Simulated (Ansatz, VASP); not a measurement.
## SnO2 in VASP and in Ansatz

```xyz
6
Lattice="4.7810 0.0000 0.0000 0.0000 4.5020 0.0000 0.0000 0.0000 3.0412" Properties=species:S:1:pos:R:3 pbc="T T T"
Sn    2.3905    2.2510    1.5206
Sn    0.0000    0.0000    0.0000
O     1.6036    1.2098    0.0000
O     3.9941    1.0412    1.5206
O     0.7869    3.4608    1.5206
O     3.1774    3.2922    0.0000
```

Change from the starting cell: volume 10.910 Å^3 an atom, stretch along a over the lengths across it, relative to the relaxed cell 1.0621.

Alike in both runs: functional LDA; k mesh 6 × 6 × 10; occupations gaussian, width 0.05 eV; no spin polarisation.

Ansatz relaxed the structure, and its values are those at the end. VASP's run is a single point on that final structure, the one shown.

```csv
,VASP,Ansatz
version,VASP 6.6.1,Ansatz 0.2.0
potentials or method,"VASP PAW LDA potentials, release 64 (Sn_d, O), cutoff 520 eV","scalar-relativistic, plane waves, PAW"
valence electrons in the cell,52,52
```

```tsv
	VASP	Ansatz	Ansatz less VASP
gap on the k mesh at the Fermi level (eV)	2.49	2.46	-0.028
least direct gap on the mesh (eV)	2.50	2.47	-0.026
pressure (GPa)	20.4	18.9	-1.43
rms of the force components (eV/Å)	0.017	0.001	-0.0164
```

LDA's correlation is that of Perdew and Zunger in VASP and of Perdew and Wang (1992) in Ansatz. Ansatz's warnings: stress scf threshold loose.
